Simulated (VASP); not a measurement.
A run of VASP 6.6.1:

INCAR

```
  PREC = Accurate
  ENCUT = 520
  EDIFF = 1E-6
  ISMEAR = 0
  SIGMA = 0.02
  LREAL = False
  LASPH = True
  NELM = 80
  ALGO = Normal
  ISIF = 2
  LWAVE = False
  LCHARG = False
  GGA = PS
  NBANDS = 33
```

File KPOINTS:

```
Automatic mesh
0
Gamma
  6 6 8
```

The input POSCAR:

```
TiO2
1.0
    4.5911524524      0.0000000000      0.0000000000
    0.0000000000      4.5911524524      0.0000000000
    0.0000000000      0.0000000000      2.9390547936
Ti O
2 4
Direct
    0.0000000000      0.0000000000      0.0000000000
    0.5000000000      0.5000000000      0.5000000000
    0.3044332670      0.3044332670      0.0000000000
   -0.3044332670     -0.3044332670      0.0000000000
    0.8044332670      0.1955667330      0.5000000000
    0.1955667330      0.8044332670      0.5000000000
```

Potentials or basis: VASP PAW PBE potentials, release 64 (Ti_sv, O).

The run is started by

```bash
$ cat potpaw_PBE.64/Ti_sv/POTCAR potpaw_PBE.64/O/POTCAR > POTCAR
$ mpirun -np 1 vasp_std > vasp.out
```

Hardware: 1 thread of Intel(R) Xeon(R) Platinum 8259CL CPU @ 2.50GHz (Skylake/Cascade Lake) (shared host).

Problem. Estimate the wall time of this run.

Solution. Run time: 100 s on 1 thread of Intel(R) Xeon(R) Platinum 8259CL CPU @ 2.50GHz (Skylake/Cascade Lake) (shared host), peak memory 0.22 GiB. Counts: scf iterations 15, k points 50.
